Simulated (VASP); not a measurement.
# SnO (C2/m) in VASP: further runs

Runs on SnO. Level: PBEsol. Tasks: single point.

Everything below comes from runs of VASP 6.6.1. Logs are shortened: lines on timing, memory, paths and dates and some standing lists are left out, and cuts for length are marked.

## 1. The cell of the first run

It takes space group C2/m (No. 12, monoclinic). The conventional cell has a = 5.324 Å, b = 5.431 Å, c = 4.836 Å, α = 90.00°, β = 91.63°, γ = 90.00°. Within 2.9 Å of Sn (site symmetry m) lie 4 O at 2.20 to 2.24 Å. O (site symmetry 2) has 4 Sn at 2.20 to 2.24 Å and 4 O at 2.66 to 2.72 Å within 2.9 Å.

## 2. Single point, PBEsol (equal xy, yz and zx shear strains of -2 %)

Input file INCAR:

```
PREC = Accurate
ENCUT = 520
EDIFF = 1E-6
ISMEAR = -1
SIGMA = 0.01
LREAL = F
LASPH = T
NELM = 80
ALGO = Normal
ISIF = 2
LWAVE = F
LCHARG = F
GGA = PS
NBANDS = 28
```

Input file KPOINTS:

```
Automatic mesh
0
Gamma
  8 8 6
```

Input file POSCAR:

```
SnO
1.0
    3.8020000000     -0.0380200000     -0.0380200000
   -0.0380200000      3.8020000000     -0.0380200000
   -0.0483600000     -0.0483600000      4.8360000000
Sn O
2 2
Direct
    0.0000000000      0.5000000000      0.2385000000
    0.5000000000      0.0000000000      0.7615000000
    0.0000000000      0.0000000000      0.0000000000
    0.5000000000      0.5000000000      0.0000000000
```

Potentials or basis: VASP PAW PBE potentials, release 64 (Sn_d, O).

The run is started by

```
$ cat potpaw_PBE.64/Sn_d/POTCAR potpaw_PBE.64/O/POTCAR > POTCAR
$ mpirun -np 1 vasp_std > vasp.out
```

OUTCAR:

```text
PREC = Accurate
   ENCUT = 520
   EDIFF = 1E-6
   ISMEAR = -1
   LREAL = F
   LASPH = T
   NELM = 80
   ISIF = 2
   GGA = PS

 ion  position               nearest neighbor table
   1  0.000  0.500  0.239-   3 2.20   4 2.20   3 2.24   4 2.24   2 3.47   2 3.56   2 3.56   2 3.57
                             2 3.62   2 3.71   2 3.71   2 3.72
   2  0.500  0.000  0.761-   3 2.20   4 2.20   4 2.24   3 2.24   1 3.47   1 3.56   1 3.56   1 3.57
                             1 3.62   1 3.71   1 3.71   1 3.72
   3  0.000  0.000  0.000-   1 2.20   2 2.20   1 2.24   2 2.24
   4  0.500  0.500  0.000-   1 2.20   2 2.20   2 2.24   1 2.24

  LATTYP: Found a base centered monoclinic cell.
 ALAT       =     5.3236146519
 B/A-ratio  =     1.0200979445
 C/A-ratio  =     1.3318122543
 COS(beta)  =    -0.7314689308

  Lattice vectors:

 A1 = (  -3.8020000000,   0.0380200000,   0.0380200000)
 A2 = (   0.0380200000,  -3.8020000000,   0.0380200000)
 A3 = (   3.7156200000,   3.7156200000,   4.7599600000)

Analysis of symmetry for initial positions (statically):
=====================================================================
 Subroutine PRICEL returns:
 Original cell was already a primitive cell.

 Routine SETGRP: Setting up the symmetry group for a
 base centered monoclinic supercell.

 Subroutine GETGRP returns: Found  4 space group operations
 (whereof  2 operations were pure point group operations)
 out of a pool of  4 trial point group operations.

The static configuration has the point symmetry C_2 .
 The point group associated with its full space group is C_2h.

Analysis of symmetry for dynamics (positions and initial velocities):
=====================================================================
 Subroutine PRICEL returns:
 Original cell was already a primitive cell.

 Routine SETGRP: Setting up the symmetry group for a
 base centered monoclinic supercell.

 Subroutine GETGRP returns: Found  4 space group operations
 (whereof  2 operations were pure point group operations)
 out of a pool of  4 trial point group operations.

The dynamic configuration has the point symmetry C_2 .
 The point group associated with its full space group is C_2h.

 Subroutine INISYM returns: Found  4 space group operations
 (whereof  2 operations are pure point group operations),
 and found     1 'primitive' translations

----------------------------------------------------------------------------------------

                                     Primitive cell

  volume of cell :      69.8843

  direct lattice vectors                    reciprocal lattice vectors
     3.802000000 -0.038020000 -0.038020000     0.263072609  0.002657299  0.002657299
    -0.038020000  3.802000000 -0.038020000     0.002657299  0.263072609  0.002657299
    -0.048360000 -0.048360000  4.836000000     0.002089134  0.002089134  0.206824248

  length of vectors
     3.802380181  3.802380181  4.836483576     0.263099449  0.263099449  0.206845349

  position of ions in fractional coordinates (direct lattice)
     1.000000000  0.500000000  0.238500000
     0.500000000  1.000000000  0.761500000
     0.000000000  0.000000000  0.000000000
     0.500000000  0.500000000  0.000000000

  ion indices of the primitive-cell ions
   primitive index   ion index
                 1           1
                 2           2
                 3           3
                 4           4

----------------------------------------------------------------------------------------

 KPOINTS: Automatic mesh

Automatic generation of k-mesh.
 Grid dimensions read from file:
 generate k-points for:    8    8    6

 Generating k-lattice:

  Cartesian coordinates                     Fractional coordinates (reciprocal lattice)
     0.032884076  0.000332162  0.000332162     0.125000000 -0.000000000 -0.000000000
     0.000332162  0.032884076  0.000332162    -0.000000000  0.125000000 -0.000000000
     0.000348189  0.000348189  0.034470708     0.000000000  0.000000000  0.166666667

  Length of vectors
     0.032887431  0.032887431  0.034474225

  Shift w.r.t. Gamma in fractional coordinates (k-lattice)
     0.000000000  0.000000000  0.000000000

 Subroutine IBZKPT returns following result:
 ===========================================

 Found    114 irreducible k-points:

 Following reciprocal coordinates:
            Coordinates               Weight
  0.000000  0.000000  0.000000      1.000000
  0.125000 -0.000000 -0.000000      4.000000
  0.250000 -0.000000 -0.000000      4.000000
  0.375000 -0.000000 -0.000000      4.000000
  0.500000 -0.000000 -0.000000      2.000000
  0.125000  0.125000 -0.000000      2.000000
[... 16 lines left out ...]
  0.125000  0.000000  0.166667      4.000000
  0.250000  0.000000  0.166667      4.000000
 [... further k-points ...]
   k-points           NKPTS =    114   k-points in BZ     NKDIM =    114   number of bands    NBANDS=     28
   number of dos      NEDOS =    301   number of ions     NIONS =      4
   total plane-waves  NPLWV =  28224
   dimension x,y,z NGX =    28 NGY =   28 NGZ =   36
   dimension x,y,z NGXF=    56 NGYF=   56 NGZF=   72
   ions per type =               2   2
   NGX,Y,Z   is equivalent  to a cutoff of  12.24, 12.24, 12.37 a.u.
   NGXF,Y,Z  is equivalent  to a cutoff of  24.48, 24.48, 24.75 a.u.
 SYSTEM =  unknown system
   PREC   = accura    normal or accurate (medium, high low for compatibility)
   ISTART =      0    job   : 0-new  1-cont  2-samecut
   ICHARG =      2    charge: 1-file 2-atom 10-const
   ISPIN  =      1    spin polarized calculation?
   LNONCOLLINEAR =      F non collinear calculations
   LSORBIT =      F    spin-orbit coupling
   LASPH  =      T    aspherical Exc in radial PAW
   ENCUT  =  520.0 eV  38.22 Ry    6.18 a.u.   7.07  7.07  8.99*2*pi/ulx,y,z
   NELM   =     80;   NELMIN=  2; NELMDL= -5     # of ELM steps
   EDIFF  = 0.1E-05   stopping-criterion for ELM
   LREAL  =      F    real-space projection
   EDIFFG = 0.1E-04   stopping-criterion for IOM
   NSW    =      0    number of steps for IOM
   IBRION =     -1    ionic relax: 0-MD 1-quasi-New 2-CG
   NFREE  =      0    steps in history (QN), initial steepest desc. (CG)
   ISIF   =      2    stress and relaxation
   ISYM   =      2    0-nonsym 1-usesym 2-fastsym
   POTIM  = 0.5000    time-step for ionic-motion
   TEBEG  =    0.0;   TEEND  =   0.0 temperature during run
   PSTRESS=    0.0 pullay stress
   NELECT =      40.0000    total number of electrons
   NUPDOWN=      -1.0000    fix difference up-down
   EMIN   =  10.00;   EMAX   =-10.00  energy-range for DOS
   EFERMI =   0.00;   METHOD = LEGACY
   ISMEAR =    -1;   SIGMA  =   0.01  broadening in eV -4-tet -1-fermi 0-gaus
   EFERMI_NEDOS =   21; number of points for ismear=-14 and -15
   IALGO  =     38    algorithm
   IMIX   =      4    mixing-type and parameters
     AMIX     =   0.40;   BMIX     =  1.00
     AMIX_MAG =   1.60;   BMIX_MAG =  1.00
  volume/ion in A,a.u.               =      17.47       117.90
  Fermi-wavevector in a.u.,A,eV,Ry     =   1.359257  2.568624 25.137862  1.847581
  Thomas-Fermi vector in A             =   2.486021
   LORBIT       =      0    0 simple, 1 ext, 2 COOP (PROOUT), +10 PAW based schemes
   GGA     = PS    functional components
   LHFCALC =     F    Hartree Fock is set to
   AEXX    =    0.0000 exact exchange contribution
   IVDW    =     0    specifies the selected vdW correction
   LEPSILON=     F    determine dielectric tensor
   LRPA    =     F    only Hartree local field effects (RPA)
 non-spin polarized calculation
  energy-cutoff  :      520.00
  volume of cell :       69.88
 maximum number of plane-waves:      1900
   NGX = 15   NGY = 15   NGZ = 17

 number of electron      39.9999996 magnetization

 Free energy of the ion-electron system (eV)
  ---------------------------------------------------
  ext. energy  EPLUGINS =         0.00000000
  ---------------------------------------------------
  free energy    TOTEN  =       -24.19450073 eV

  energy without entropy =      -24.19434297  energy(sigma->0) =      -24.19442185

 E-fermi :   7.0628     XC(G=0): -10.4989

 val. band max:        7.0522954896   @ k =   0.0000   0.0000   0.0000
 cond. band min:       7.0930022937   @ k =   0.5000   0.5000  -0.0000
 fundamental gap:      0.0407068041
 Fermi energy:         7.0627915175

 k-point     1 :       0.0000    0.0000    0.0000
  band No.  band energies     occupation
      1     -14.8777      2.00000
      2     -14.4403      2.00000
      3     -14.4264      2.00000
      4     -14.4175      2.00000
      5     -14.3779      2.00000
      6     -14.3737      2.00000
[... 20 lines left out ...]
     27      13.7861      0.00000
     28      14.1503      0.00000

 k-point     2 :       0.1250   -0.0000   -0.0000
  band No.  band energies     occupation
      1     -14.8695      2.00000
      2     -14.4405      2.00000
      3     -14.4244      2.00000
      4     -14.4157      2.00000
      5     -14.3819      2.00000
      6     -14.3740      2.00000
[... 20 lines left out ...]
     27      13.9785      0.00000
     28      15.3491      0.00000

 k-point     3 :       0.2500   -0.0000   -0.0000
  band No.  band energies     occupation
      1     -14.8464      2.00000
      2     -14.5326      2.00000
      3     -14.4205      2.00000
      4     -14.4086      2.00000
      5     -14.3902      2.00000
      6     -14.3824      2.00000
[... 20 lines left out ...]
     27      14.2637      0.00000
     28      17.3597      0.00000

 k-point     4 :       0.3750   -0.0000   -0.0000
  band No.  band energies     occupation
      1     -14.8087      2.00000
      2     -14.6539      2.00000
      3     -14.4052      2.00000
      4     -14.3971      2.00000
      5     -14.3864      2.00000
      6     -14.3835      2.00000
[... 20 lines left out ...]
     27      14.7039      0.00000
     28      16.7033      0.00000

 k-point     5 :       0.5000   -0.0000   -0.0000
  band No.  band energies     occupation
      1     -14.7599      2.00000
      2     -14.7341      2.00000
      3     -14.3936      2.00000
      4     -14.3916      2.00000
      5     -14.3873      2.00000
      6     -14.3871      2.00000
[... 20 lines left out ...]
     27      15.4387      0.00000
     28      15.4840      0.00000

 k-point     6 :       0.1250    0.1250   -0.0000
  band No.  band energies     occupation
      1     -14.8633      2.00000
      2     -14.4502      2.00000
      3     -14.4242      2.00000
      4     -14.4141      2.00000
      5     -14.4122      2.00000
      6     -14.3784      2.00000
[... 463 lines left out ...]
      5     -14.3604      2.00000
      6     -14.3551      2.00000
[... 20 lines left out ...]
     27      15.1234      0.00000
     28      15.2410      0.00000

 k-point    22 :       0.0000    0.0000    0.1667
  band No.  band energies     occupation
      1     -14.8734      2.00000
      2     -14.4334      2.00000
      3     -14.4290      2.00000
      4     -14.4132      2.00000
      5     -14.3747      2.00000
      6     -14.3700      2.00000
[... 20 lines left out ...]
     27      13.7441      0.00000
     28      14.3882      0.00000

 k-point    23 :       0.1250    0.0000    0.1667
  band No.  band energies     occupation
      1     -14.8652      2.00000
      2     -14.4323      2.00000
      3     -14.4276      2.00000
      4     -14.4138      2.00000
      5     -14.3852      2.00000
      6     -14.3747      2.00000
[... 20 lines left out ...]
     27      14.0578      0.00000
     28      15.4612      0.00000

 k-point    24 :       0.2500    0.0000    0.1667
  band No.  band energies     occupation
      1     -14.8439      2.00000
      2     -14.5390      2.00000
      3     -14.4190      2.00000
      4     -14.4070      2.00000
      5     -14.3934      2.00000
      6     -14.3779      2.00000
[... 20 lines left out ...]
     27      14.5270      0.00000
     28      17.3077      0.00000

 [... further k-points ...]
[... 5 lines left out ...]
  --------------------------------------------------------------------------------------
  -------------------------------------------------------------------------------------
  Total        0.1936506      0.1936506      0.0013104      0.7316529      0.4794125      0.4794115
  in kB        4.4396649      4.4396649      0.0300421     16.7739891     10.9910867     10.9910632
  external PRESSURE =       2.9697906 kB  Pullay stress =       0.0000000 kB

 VOLUME and BASIS-vectors are now :
 -----------------------------------------------------------------------------
  energy-cutoff  :      520.00
  volume of cell :       69.88
      direct lattice vectors                 reciprocal lattice vectors
     3.802000000 -0.038020000 -0.038020000     0.263072609  0.002657299  0.002657299
    -0.038020000  3.802000000 -0.038020000     0.002657299  0.263072609  0.002657299
    -0.048360000 -0.048360000  4.836000000     0.002089134  0.002089134  0.206824248

 POSITION                                       TOTAL-FORCE (eV/Angst)
 -----------------------------------------------------------------------------------
     -0.03054      1.88947      1.13438         0.120168      0.120168      0.162938
      1.86417     -0.05584      3.66360        -0.120168     -0.120168     -0.162938
      0.00000      0.00000      0.00000         0.074975     -0.074975      0.000000
      1.88199      1.88199     -0.03802        -0.074975      0.074975     -0.000000
 -----------------------------------------------------------------------------------
    total drift:                               -0.000000      0.000000      0.000000

  FREE ENERGIE OF THE ION-ELECTRON SYSTEM (eV)
  ---------------------------------------------------
  free  energy   TOTEN  =       -24.1945007256 eV

  energy  without entropy=      -24.1943429668  energy(sigma->0) =      -24.19442185
```

It took 2.4 min on 1 thread of Intel Xeon 6975P-C (Granite Rapids), shared host; peak memory 0.3 GiB.

Results:

```
Free energy            : -24.1945 eV
Pressure               : 0.3 GPa
Largest force          : 0.235 eV/Å
Band gap on the k mesh : zero (bands 20 and 21 overlap by 0.02 eV)
```

Forces on the atoms (eV/Å):
```
Sn   0.120  0.120  0.163
Sn  -0.120 -0.120 -0.163
O    0.075 -0.075  0.000
O   -0.075  0.075  0.000
```

Stress tensor (GPa, compression positive):
```
0.44 1.68 1.10
1.68 0.44 1.10
1.10 1.10 0.00
```

Caveat: the cell differs from its parent crystal (equal xy, yz and zx shear strains of -2 %); semilocal functionals underestimate gaps, so a narrow gap can read as zero; the PAW data sets were made with another functional, which shifts forces and pressure a little; spin-orbit coupling is left out, which moves the levels of the heavy elements.

## 3. Single point, PBEsol (equal xy, yz and zx shear strains of +1 %)

Input file INCAR:

```
SYSTEM = SnO
ALGO = Normal
EDIFF = 1E-6
ENCUT = 520
GGA = PS
ISIF = 2
ISMEAR = -1
LASPH = .True.
LCHARG = .False.
LREAL = .False.
LWAVE = .False.
NBANDS = 28
NELM = 100
PREC = Accurate
SIGMA = 0.01
```

Input file KPOINTS:

```
k-points
0
Gamma
  8 8 6
  0 0 0
```

Input file POSCAR:

```
SnO
1.0
    3.8020000000      0.0190100000      0.0190100000
    0.0190100000      3.8020000000      0.0190100000
    0.0241800000      0.0241800000      4.8360000000
Sn O
2 2
Direct
    0.0000000000      0.5000000000      0.2385000000
    0.5000000000      0.0000000000      0.7615000000
    0.0000000000      0.0000000000      0.0000000000
    0.5000000000      0.5000000000      0.0000000000
```

Potentials or basis: VASP PAW PBE potentials, release 64 (Sn_d, O).

The run is started by

```
$ cat potpaw_PBE.64/Sn_d/POTCAR potpaw_PBE.64/O/POTCAR > POTCAR
$ mpirun -np 1 vasp_std > vasp.out
```

Wall time 2.8 min (1 thread of Intel Xeon 6975P-C (Granite Rapids), shared host); peak memory 0.3 GiB.

Results (log left out):

| Property | Result |
| --- | --- |
| Free energy | -24.2073 eV |
| Pressure | 0.2 GPa |
| Largest force | 0.174 eV/Å |
| Band gap on the k mesh | zero (filled and empty bands touch) |

Forces in eV/Å, atoms in the order of the input:
```
Sn  -0.058 -0.058  0.153
Sn   0.058  0.058 -0.153
O   -0.037  0.037  0.000
O    0.037 -0.037  0.000
```

Stress tensor (GPa, compression positive):
```
 0.34 -0.82 -0.53
-0.82  0.34 -0.53
-0.53 -0.53 -0.08
```

Levels at points of the mesh, in eV from the Fermi level:
| k point | band 16 | band 17 | band 18 | band 19 | band 20 | band 21 | band 22 | band 23 | band 24 | band 25 |
| --- | --- | --- | --- | --- | --- | --- | --- | --- | --- | --- |
| (0.00, 0.00, 0.00) | -6.34 | -3.52 | -3.27 | -3.13 | -0.01 | 2.03 | 4.27 | 4.62 | 4.68 | 5.62 |
| (0.50, 0.00, 0.00) | -5.07 | -4.92 | -4.89 | -2.78 | -2.73 | 3.09 | 3.19 | 5.82 | 5.90 | 5.90 |
| (0.50, 0.50, 0.00) | -5.18 | -2.58 | -2.48 | -1.93 | -1.88 | -0.01 | 0.01 | 4.31 | 4.39 | 7.20 |
| (0.00, 0.00, 0.50) | -3.59 | -3.29 | -3.15 | -3.14 | -2.25 | 1.58 | 2.86 | 2.93 | 3.63 | 7.81 |
| (0.50, 0.00, 0.50) | -5.54 | -4.88 | -4.85 | -1.80 | -1.72 | 2.48 | 2.58 | 5.36 | 5.39 | 6.58 |
| (0.50, 0.50, 0.50) | -5.65 | -2.78 | -2.66 | -2.58 | -2.48 | 2.28 | 2.31 | 3.95 | 3.99 | 5.52 |

Caveat: the cell differs from its parent crystal (equal xy, yz and zx shear strains of +1 %); semilocal functionals underestimate gaps, so a narrow gap can read as zero; the PAW data sets were made with another functional, which shifts forces and pressure a little; spin-orbit coupling is left out, which moves the levels of the heavy elements.
